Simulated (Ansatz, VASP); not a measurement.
# Two plane-wave programs on GaN

File INCAR:

```
PREC     = Accurate       # precision mode
ENCUT    = 520            # plane-wave cutoff, eV
EDIFF    = 1E-6           # SCF threshold, eV
ISMEAR   = 0              # smearing method
SIGMA    = 0.05           # smearing width, eV
LREAL    = False          # projectors in reciprocal space
LASPH    = True           # aspherical terms in the spheres
NELM     = 80             # most SCF steps
ALGO     = Normal         # electronic algorithm
ISIF     = 2              # what is computed and relaxed
LWAVE    = False          # write WAVECAR
LCHARG   = False          # write CHGCAR
GGA      = PE             # functional
NBANDS   = 46             # bands
```

The input KPOINTS:

```
regular mesh
0
Gamma
  8 6 6
```

File POSCAR:

```
GaN
1.0
   -3.2185392732      0.0000000000      0.0000000000
    0.0000000000      0.0000000000     -5.2433778863
    0.0000000001     -5.5746735474      0.0000000000
Ga N
4 4
Direct
    0.5000000000      0.0060513209      0.1720244946
    0.0000000000      0.0016830356      0.6613043997
    0.0000000000      0.5016830356      0.3386956003
    0.5000000000      0.5060513209      0.8279755054
    0.5000000000      0.6082365632      0.1675586883
    0.0000000000      0.6101323464      0.6657465093
    0.0000000000      0.1101323464      0.3342534907
    0.5000000000      0.1082365632      0.8324413117
```

Input for Ansatz:

```yaml
crystal:
  lattice:
    - [-3.2185392732, 0.0, 0.0]
    - [0.0, 0.0, -5.2433778863]
    - [1.0e-10, -5.5746735474, 0.0]
  atoms:
    - { symbol: Ga, position: [0.5, 0.0060513209, 0.1720244946] }
    - { symbol: Ga, position: [0.0, 0.0016830356, 0.6613043997] }
    - { symbol: Ga, position: [0.0, 0.5016830356, 0.3386956003] }
    - { symbol: Ga, position: [0.5, 0.5060513209, 0.8279755054] }
    - { symbol: "N", position: [0.5, 0.6082365632, 0.1675586883] }
    - { symbol: "N", position: [0.0, 0.6101323464, 0.6657465093] }
    - { symbol: "N", position: [0.0, 0.1101323464, 0.3342534907] }
    - { symbol: "N", position: [0.5, 0.1082365632, 0.8324413117] }
basis:
  ecutwfc: 520.0
kpoints:
  mp_grid: { grid: [8, 6, 6] }
hamiltonian:
  xc: pbe
  pseudopotentials: { kind: paw, azcp: { folder: soft_1 } }
scf:
  occupations: { method: gaussian, width: 0.05 }
output:
  forces: true
  stress: true
  eigenvalues: true
```

Change from the starting cell: mode 11 frozen in at -0.032 Å and mode 13 at +0.078 Å (largest displacements).

Alike in both runs: task single point; functional PBE; k mesh 8 × 6 × 6; occupations gaussian, width 0.05 eV; no spin polarisation.

|  | VASP | Ansatz |
| --- | --- | --- |
| version | VASP 6.6.1 | Ansatz 0.2.0 |
| potentials or method | VASP PAW PBE potentials, release 64 (Ga_d, N), cutoff 520 eV | scalar-relativistic, plane waves, PAW |
| valence electrons in the cell | 72 | 72 |

VASP gave:

* gap on the k mesh at the Fermi level (eV): 1.59
* least direct gap on the mesh (eV): 1.59
* pressure (GPa): 1.0
* traceless stress, the component that is largest in VASP (GPa): -4.34
* rms of the force components (eV/Å): 0.556

Which values does Ansatz return?

gap on the k mesh at the Fermi level (eV): 1.59; least direct gap on the mesh (eV): 1.59; pressure (GPa): 0.9; traceless stress, the component that is largest in VASP (GPa): -4.45; rms of the force components (eV/Å): 0.561.

Atom by atom the forces differ by 0.005 eV/Å (rms over components).
